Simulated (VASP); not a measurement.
A run of VASP 6.6.1 is set up as follows.

Contents of INCAR:

```
PREC = Accurate ; ENCUT = 520
EDIFF = 1E-6 ; ISMEAR = 0
SIGMA = 0.05 ; LREAL = False
LASPH = True ; NELM = 60
ALGO = Normal ; ISIF = 2
LWAVE = False ; LCHARG = False
GGA = PE ; NBANDS = 32
```

Contents of KPOINTS:

```
Automatic mesh
0
Gamma
  12 12 4
```

The input POSCAR:

```
SrPb2N2
1.0
    3.5824279516      0.0000000000      0.0000000000
   -1.7912139758      3.1024736133      0.0000000000
    0.0000000000      0.0000000000      9.4849625017
Sr Pb N
1 2 2
Direct
    0.0000000000      0.0000000000      0.5000000000
    0.6666666667      0.3333333333      0.1938648700
    0.3333333333      0.6666666667      0.8061351300
    0.6666666667      0.3333333333      0.7118649960
    0.3333333333      0.6666666667      0.3276712700
```

Potentials or basis: VASP PAW PBE potentials, release 64 (Sr_sv, Pb_d, N).

The run is started by

```bash
$ cat potpaw_PBE.64/Sr_sv/POTCAR potpaw_PBE.64/Pb_d/POTCAR potpaw_PBE.64/N/POTCAR > POTCAR
$ mpirun -np 1 vasp_std > vasp.out
```

Question: What does it give for the pressure?

Answer: 4.8 GPa.

Question: What does it give for the band gap on the k mesh?

Answer: 0.58 eV (least direct gap 1.05 eV).

Question: What does it give for the largest force?

Answer: 3.403 eV/Å.

Forces in eV/Å, atoms in the order of the input:
```
Sr   0.000  0.000  0.150
Pb   0.000  0.000 -0.556
Pb   0.000  0.000  2.984
N    0.000  0.000 -3.403
N    0.000  0.000  0.825
```

Caveat: the cell differs from its parent crystal (one atom moved); the cell stands under pressure; spin-orbit coupling is left out, which moves the levels of the heavy elements; forces of over 1 eV/Å act on the atoms, so gaps and moduli don't describe the material at rest. A k mesh can miss the band edges.
